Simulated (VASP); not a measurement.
# CsLiCr2Te2S3 (P3m1) in VASP: notebook

Aim: see how the results for CsLiCr2Te2S3 move with the level of theory and the settings. Levels: r2SCAN+rVV10, PBE. Tasks: single point, relaxation of cell and atoms.

Program: VASP 6.6.1. These are calculated values, not measurements. Logs are shortened: lines on timing, memory, paths and dates and some standing lists are left out, and cuts for length are marked.

## (1) The cell of the first run

The structure is trigonal, space group P3m1 (No. 156). The conventional cell has a = 3.578 Å, b = 3.578 Å, c = 18.344 Å, α = 90.00°, β = 90.00°, γ = 120.00°. Within 4.5 Å of Cs (site symmetry 3m) lie 3 S at 3.34 Å and 6 Cs at 3.58 Å and 3 Te at 3.76 Å and 3 Cr at 4.41 Å. Within 3.6 Å of Li (site symmetry 3m) lie 6 S at 2.62 Å and 6 Cr at 3.53 to 3.57 Å and 6 Li at 3.58 Å. Within 3.2 Å of Cr (site symmetry 3m) lie 3 S at 2.41 Å and 3 Te at 2.73 Å. Within 3.2 Å of Cr (site symmetry 3m) lie 6 S at 2.43 to 2.44 Å. Within 4.7 Å of Te (site symmetry 3m) lie 9 Te at 3.58 to 4.26 Å and 3 Cs at 3.76 Å. Within 3.7 Å of Te (site symmetry 3m) lie 3 Cr at 2.73 Å and 6 Te at 3.58 Å and 3 S at 3.67 Å. Within 3.4 Å of S (site symmetry 3m) lie 3 Cr at 2.44 Å and 3 Li at 2.62 Å and 3 S at 3.30 Å. Within 3.2 Å of S (site symmetry 3m) lie 3 Cr at 2.41 Å and 3 Li at 2.62 Å.

## (2) Single point, r2SCAN+rVV10, collinear spin, ferromagnetic start

The input, POSCAR:

```
CsLiCr2Te2S3
1.0
    3.5780401601      0.0000000000      0.0000000000
   -1.7890200800      3.0986736744      0.0000000000
    0.0000000000      0.0000000000     18.3444090966
Cs Li Cr Te S
1 1 2 2 3
Direct
    0.0000000000      0.0000000000      0.3835343369
    0.6666666667      0.3333333333      0.0121037003
    0.0000000000      0.0000000000      0.8558499335
    0.3333333333      0.6666666667      0.1709827626
    0.3333333333      0.6666666667      0.5550544043
    0.6666666667      0.3333333333      0.7582282265
    0.0000000000      0.0000000000      0.0999304872
    0.3333333333      0.6666666667      0.9238937173
    0.6666666667      0.3333333333      0.2404324315
```

The input, INCAR.step1:

```
SYSTEM = CsLiCr2Te2S3
PREC = Accurate ; ENCUT = 520
ISMEAR = -1 ; SIGMA = 0.05
LREAL = .FALSE. ; LASPH = .TRUE.
NELM = 150 ; ISPIN = 2
MAGMOM = 0 0 3 3 0 0 0 0 0 ; LMAXMIX = 4
NBANDS = 47 ; GGA = PE
ALGO = Normal ; EDIFF = 1E-4
LWAVE = .TRUE. ; LCHARG = .FALSE.
```

The input, INCAR.step2:

```
SYSTEM = CsLiCr2Te2S3
PREC = Accurate ; ENCUT = 520
EDIFF = 1E-6 ; ISMEAR = -1
SIGMA = 0.05 ; LREAL = .FALSE.
LASPH = .TRUE. ; NELM = 150
ALGO = Normal ; ISIF = 2
LWAVE = .FALSE. ; LCHARG = .TRUE.
ISPIN = 2 ; MAGMOM = 0 0 3 3 0 0 0 0 0
LORBIT = 11 ; LMAXMIX = 4
METAGGA = R2SCAN ; LMIXTAU = .TRUE.
LUSE_VDW = .TRUE. ; IVDW_NL = 2
BPARAM = 11.95 ; CPARAM = 0.0093
LELF = .TRUE. ; LVHAR = .TRUE.
NBANDS = 47 ; ISTART = 1
```

The input, KPOINTS:

```
Automatic mesh
0
G
  6 6 1
  0 0 0
```

Potentials or basis: VASP PAW PBE potentials, release 64 (Cs_sv, Li_sv, Cr_pv, Te, S).

The run is started by

```
cat potpaw_PBE.64/Cs_sv/POTCAR potpaw_PBE.64/Li_sv/POTCAR potpaw_PBE.64/Cr_pv/POTCAR potpaw_PBE.64/Te/POTCAR potpaw_PBE.64/S/POTCAR > POTCAR
cp INCAR.step1 INCAR
mpirun -np 1 vasp_std > vasp.out
cp INCAR.step2 INCAR
mpirun -np 1 vasp_std > vasp.out
```

OUTCAR:

```text
SYSTEM = CsLiCr2Te2S3
   PREC = Accurate
   ENCUT = 520
   EDIFF = 1E-6
   ISMEAR = -1
   LREAL = .FALSE.
   LASPH = .TRUE.
   NELM = 150
   ISIF = 2
   ISPIN = 2
   LORBIT = 11
   METAGGA = R2SCAN
   IVDW_NL = 2
   BPARAM = 11.95
   ISTART = 1

 ion  position               nearest neighbor table
   1  0.000  0.000  0.384-
   2  0.667  0.333  0.012-   7 2.62   7 2.62   7 2.62   8 2.62   8 2.62   8 2.62
   3  0.000  0.000  0.856-   8 2.41   8 2.41   8 2.41   6 2.73   6 2.73   6 2.73
   4  0.333  0.667  0.171-   9 2.43   9 2.43   9 2.43   7 2.44   7 2.44   7 2.44
   5  0.333  0.667  0.555-
   6  0.667  0.333  0.758-   3 2.73   3 2.73   3 2.73
   7  0.000  0.000  0.100-   4 2.44   4 2.44   4 2.44   2 2.62   2 2.62   2 2.62
   8  0.333  0.667  0.924-   3 2.41   3 2.41   3 2.41   2 2.62   2 2.62   2 2.62
   9  0.667  0.333  0.240-   4 2.43   4 2.43   4 2.43

  LATTYP: Found a hexagonal cell.
 ALAT       =     3.5780401601
 C/A-ratio  =     5.1269433197

  Lattice vectors:

 A1 = (   3.5780401601,   0.0000000000,   0.0000000000)
 A2 = (  -1.7890200800,   3.0986736744,   0.0000000000)
 A3 = (   0.0000000000,   0.0000000000,  18.3444090966)

Analysis of symmetry for initial positions (statically):
=====================================================================
 Subroutine PRICEL returns:
 Original cell was already a primitive cell.

 Routine SETGRP: Setting up the symmetry group for a
 hexagonal supercell.

 Subroutine GETGRP returns: Found  6 space group operations
 (whereof  6 operations were pure point group operations)
 out of a pool of 24 trial point group operations.

The static configuration has the point symmetry C_3v.

Analysis of symmetry for dynamics (positions and initial velocities):
=====================================================================
 Subroutine PRICEL returns:
 Original cell was already a primitive cell.

 Routine SETGRP: Setting up the symmetry group for a
 hexagonal supercell.

 Subroutine GETGRP returns: Found  6 space group operations
 (whereof  6 operations were pure point group operations)
 out of a pool of 24 trial point group operations.

The dynamic configuration has the point symmetry C_3v.

Analysis of structural, dynamic, and magnetic symmetry:
=====================================================================
 Subroutine PRICEL returns:
 Original cell was already a primitive cell.

 Routine SETGRP: Setting up the symmetry group for a
 hexagonal supercell.

 Subroutine GETGRP returns: Found  6 space group operations
 (whereof  6 operations were pure point group operations)
 out of a pool of 24 trial point group operations.

The overall configuration has the point symmetry C_3v.

 Subroutine INISYM returns: Found  6 space group operations
 (whereof  6 operations are pure point group operations),
 and found     1 'primitive' translations

----------------------------------------------------------------------------------------

                                     Primitive cell

  volume of cell :     203.3877

  direct lattice vectors                    reciprocal lattice vectors
     3.578040160  0.000000000  0.000000000     0.279482609  0.161359360  0.000000000
    -1.789020080  3.098673674  0.000000000     0.000000000  0.322718719  0.000000000
     0.000000000  0.000000000 18.344409097     0.000000000  0.000000000  0.054512522

  length of vectors
     3.578040160  3.578040160 18.344409097     0.322718719  0.322718719  0.054512522

  position of ions in fractional coordinates (direct lattice)
     0.000000000  0.000000000  0.383534337
     0.666666667  0.333333333  0.012103700
     0.000000000  0.000000000  0.855849933
     0.333333333  0.666666667  0.170982763
     0.333333333  0.666666667  0.555054404
     0.666666667  0.333333333  0.758228227
     0.000000000  0.000000000  0.099930487
     0.333333333  0.666666667  0.923893717
     0.666666667  0.333333333  0.240432431

  ion indices of the primitive-cell ions
   primitive index   ion index
                 1           1
                 2           2
                 3           3
                 4           4
                 5           5
                 6           6
                 7           7
                 8           8
                 9           9

----------------------------------------------------------------------------------------

 KPOINTS: Automatic mesh

Automatic generation of k-mesh.
 Grid dimensions read from file:
 generate k-points for:    6    6    1

 Generating k-lattice:

  Cartesian coordinates                     Fractional coordinates (reciprocal lattice)
     0.046580435  0.026893227  0.000000000     0.166666667  0.000000000  0.000000000
     0.000000000  0.053786453  0.000000000     0.000000000  0.166666667  0.000000000
     0.000000000  0.000000000  0.054512522     0.000000000  0.000000000  1.000000000

  Length of vectors
     0.053786453  0.053786453  0.054512522

  Shift w.r.t. Gamma in fractional coordinates (k-lattice)
     0.000000000  0.000000000  0.000000000

 Subroutine IBZKPT returns following result:
 ===========================================

 Found      7 irreducible k-points:

 Following reciprocal coordinates:
            Coordinates               Weight
  0.000000  0.000000  0.000000      1.000000
  0.166667  0.000000  0.000000      6.000000
  0.333333  0.000000  0.000000      6.000000
  0.500000  0.000000  0.000000      3.000000
  0.166667  0.166667  0.000000      6.000000
  0.333333  0.166667  0.000000     12.000000
  0.333333  0.333333  0.000000      2.000000
   k-points           NKPTS =      7   k-points in BZ     NKDIM =      7   number of bands    NBANDS=     47
   number of dos      NEDOS =    301   number of ions     NIONS =      9
   total plane-waves  NPLWV = 109760
   dimension x,y,z NGX =    28 NGY =   28 NGZ =  140
   dimension x,y,z NGXF=    56 NGYF=   56 NGZF=  280
   ions per type =               1   1   2   2   3
   NGX,Y,Z   is equivalent  to a cutoff of  13.01, 13.01, 12.69 a.u.
   NGXF,Y,Z  is equivalent  to a cutoff of  26.02, 26.02, 25.37 a.u.
 SYSTEM =  CsLiCr2Te2S3
   PREC   = accura    normal or accurate (medium, high low for compatibility)
   ISTART =      1    job   : 0-new  1-cont  2-samecut
   ICHARG =      0    charge: 1-file 2-atom 10-const
   ISPIN  =      2    spin polarized calculation?
   LNONCOLLINEAR =      F non collinear calculations
   LSORBIT =      F    spin-orbit coupling
   LASPH  =      T    aspherical Exc in radial PAW
   ENCUT  =  520.0 eV  38.22 Ry    6.18 a.u.   6.65  6.65 34.11*2*pi/ulx,y,z
   NELM   =    150;   NELMIN=  2; NELMDL=  0     # of ELM steps
   EDIFF  = 0.1E-05   stopping-criterion for ELM
   LREAL  =      F    real-space projection
   EDIFFG = 0.1E-04   stopping-criterion for IOM
   NSW    =      0    number of steps for IOM
   IBRION =     -1    ionic relax: 0-MD 1-quasi-New 2-CG
   NFREE  =      0    steps in history (QN), initial steepest desc. (CG)
   ISIF   =      2    stress and relaxation
   ISYM   =      2    0-nonsym 1-usesym 2-fastsym
   POTIM  = 0.5000    time-step for ionic-motion
   TEBEG  =    0.0;   TEEND  =   0.0 temperature during run
   PSTRESS=    0.0 pullay stress
   NELECT =      66.0000    total number of electrons
   NUPDOWN=      -1.0000    fix difference up-down
   EMIN   =  10.00;   EMAX   =-10.00  energy-range for DOS
   EFERMI =   0.00;   METHOD = LEGACY
   ISMEAR =    -1;   SIGMA  =   0.05  broadening in eV -4-tet -1-fermi 0-gaus
   EFERMI_NEDOS =   21; number of points for ismear=-14 and -15
   IALGO  =     38    algorithm
   IMIX   =      4    mixing-type and parameters
     AMIX     =   0.40;   BMIX     =  1.00
     AMIX_MAG =   1.60;   BMIX_MAG =  1.00
  volume/ion in A,a.u.               =      22.60       152.50
  Fermi-wavevector in a.u.,A,eV,Ry     =   1.124988  2.125919 17.219506  1.265598
  Thomas-Fermi vector in A             =   2.261663
   LORBIT       =     11    0 simple, 1 ext, 2 COOP (PROOUT), +10 PAW based schemes
   METAGGA = R2SCAN    functional components
   LHFCALC =     F    Hartree Fock is set to
   AEXX    =    0.0000 exact exchange contribution
   IVDW_NL    =     2    kernel type
   BPARAM     =11.9500
   IVDW    =     0    specifies the selected vdW correction
   LEPSILON=     F    determine dielectric tensor
   LRPA    =     F    only Hartree local field effects (RPA)
 spin polarized calculation
  energy-cutoff  :      520.00
  volume of cell :      203.39
 maximum number of plane-waves:      5517
 NGX is ok and might be reduce to    28
   NGX = 13   NGY = 13   NGZ = 69

 number of electron      66.0000015 magnetization       5.9878236

 Free energy of the ion-electron system (eV)
  ---------------------------------------------------
  ext. energy  EPLUGINS =         0.00000000
  ---------------------------------------------------
  free energy    TOTEN  =      -138.57242663 eV

  energy without entropy =     -138.55396559  energy(sigma->0) =     -138.56319611

 E-fermi :   5.4320     XC(G=0): -10.2374

 val. band max:        5.3647672474   @ k =   0.1667   0.0000   0.0000
 cond. band min:       5.4811352916   @ k =   0.1667   0.0000   0.0000
 fundamental gap:      0.1163680443
 Fermi energy:         5.4320262716

 spin component 1

 k-point     1 :       0.0000    0.0000    0.0000
  band No.  band energies     occupation
      1     -42.2844      1.00000
      2     -41.1396      1.00000
      3     -41.1241      1.00000
      4     -41.1240      1.00000
      5     -40.6414      1.00000
      6     -40.6399      1.00000
[... 37 lines left out ...]
     44       8.4098      0.00000
     45       9.9209      0.00000
[... 246 lines left out ...]
      4     -41.1361      1.00000
      5     -40.6547      1.00000
      6     -40.6537      1.00000
[... 37 lines left out ...]
     44       9.0057      0.00000
     45       9.0938      0.00000
 Fermi energy:         5.4320262716

 spin component 2

 k-point     1 :       0.0000    0.0000    0.0000
  band No.  band energies     occupation
      1     -42.2872      1.00000
      2     -37.2299      1.00000
      3     -37.2298      1.00000
      4     -37.2200      1.00000
      5     -36.7386      1.00000
      6     -36.6407      1.00000
[... 37 lines left out ...]
     44       9.9864      0.00000
     45      10.3134      0.00000
[... 246 lines left out ...]
      4     -37.2148      1.00000
      5     -36.7329      1.00000
      6     -36.6602      1.00000
[... 37 lines left out ...]
     44      10.4219      0.00000
     45      10.4881      0.00000
 [bands above 45 left out]

------------------------ aborting loop because EDIFF is reached ----------------------------------------

  FORCE on cell =-STRESS in cart. coord.  units (eV):
  Direction    XX          YY          ZZ          XY          YZ          ZX
  --------------------------------------------------------------------------------------
  -------------------------------------------------------------------------------------
  Total        0.1732666      0.1732666      0.1086579      0.0000000      0.0000000     -0.0000000
  in kB        1.3648991      1.3648991      0.8559475      0.0000000      0.0000000     -0.0000000
  external PRESSURE =       1.1952486 kB  Pullay stress =       0.0000000 kB

 VOLUME and BASIS-vectors are now :
 -----------------------------------------------------------------------------
  energy-cutoff  :      520.00
  volume of cell :      203.39
      direct lattice vectors                 reciprocal lattice vectors
     3.578040160  0.000000000  0.000000000     0.279482609  0.161359360  0.000000000
    -1.789020080  3.098673674  0.000000000     0.000000000  0.322718719  0.000000000
     0.000000000  0.000000000 18.344409097     0.000000000  0.000000000  0.054512522

 POSITION                                       TOTAL-FORCE (eV/Angst)
 -----------------------------------------------------------------------------------
      0.00000      0.00000      7.03571        -0.000000      0.000000      0.000085
      1.78902      1.03289      0.22204         0.000000      0.000000      0.003351
      0.00000      0.00000     15.70006        -0.000000     -0.000000      0.032158
     -0.00000      2.06578      3.13658         0.000000      0.000000     -0.003733
     -0.00000      2.06578     10.18215        -0.000000     -0.000000      0.020235
      1.78902      1.03289     13.90925        -0.000000      0.000000     -0.025685
      0.00000      0.00000      1.83317        -0.000000      0.000000     -0.029444
     -0.00000      2.06578     16.94828        -0.000000      0.000000      0.019361
      1.78902      1.03289      4.41059        -0.000000      0.000000     -0.016328
 -----------------------------------------------------------------------------------
    total drift:                               -0.000004      0.000002      0.014147

  FREE ENERGIE OF THE ION-ELECTRON SYSTEM (eV)
  ---------------------------------------------------
  free  energy   TOTEN  =      -138.5724266260 eV

  energy  without entropy=     -138.5539655916  energy(sigma->0) =     -138.56319611

 total charge

# of ion       s       p       d       tot
------------------------------------------
    1        1.858   4.703   0.081   6.642
    2        2.006   0.012   0.000   2.017
    3        0.388   6.250   4.073  10.711
    4        0.398   6.264   4.001  10.663
    5        1.417   1.831   0.019   3.267
    6        1.400   1.984   0.038   3.423
    7        1.313   2.469   0.000   3.782
    8        1.312   2.464   0.000   3.777
    9        1.316   2.464   0.000   3.780
--------------------------------------------------
tot         11.408  28.441   8.212  48.061

 magnetization (x)

# of ion       s       p       d       tot
------------------------------------------
    1        0.001  -0.002   0.000  -0.001
    2        0.000  -0.000   0.000  -0.000
    3        0.062   0.039   2.973   3.074
    4        0.065   0.042   2.920   3.028
    5        0.004   0.034   0.001   0.038
    6       -0.005  -0.158   0.003  -0.161
    7       -0.004  -0.069   0.000  -0.072
    8       -0.004  -0.077   0.000  -0.081
    9       -0.005  -0.077   0.000  -0.082
--------------------------------------------------
tot          0.114  -0.268   5.897   5.743
```

Wall time 28 min (1 thread of Intel Xeon Platinum 8259CL at 2.50GHz (Skylake/Cascade Lake), shared host); peak memory 0.92 GiB.

Results:

```yaml
Free_energy: -138.5724 eV
Largest_force: 0.032 eV/Å
Band_gap_on_the_k_mesh: zero (filled and empty bands overlap)
Net_moment: 5.99 μB per cell
Site_moments: Cs -0.00; Li -0.00; Cr +3.07, +3.03; Te +0.04, -0.16; S -0.07, -0.08 (each value once) μB
Valence_electrons_inside_the_program's_atomic_spheres: Cs 6.64; Li 2.02; Cr 10.71, 10.66; Te 3.27, 3.42; S 3.78
```

Forces in eV/Å, atoms in the order of the input:
```
Cs   0.000  0.000  0.000
Li   0.000  0.000  0.003
Cr   0.000  0.000  0.032
Cr   0.000  0.000 -0.004
Te   0.000  0.000  0.020
Te   0.000  0.000 -0.026
S    0.000  0.000 -0.029
S    0.000  0.000  0.019
S    0.000  0.000 -0.016
```

Caveat: the cutoff is under 1.25 times the usual one of these potentials, so pressure, stress and relaxed cells hold a basis-set (Pulay) error; the PAW data sets were made with another functional, which shifts forces and pressure a little; spin-orbit coupling is left out, which moves the levels of the heavy elements; the run started ferromagnetic, and an antiferromagnetic order may lie lower in energy. With open d or f shells a metallic result of r2SCAN can be an artefact of self-interaction; +U or a hybrid may open a gap.

[end of part 1 of 2]

The gap in the log of VASP goes by the Fermi energy; the results here count the filled bands.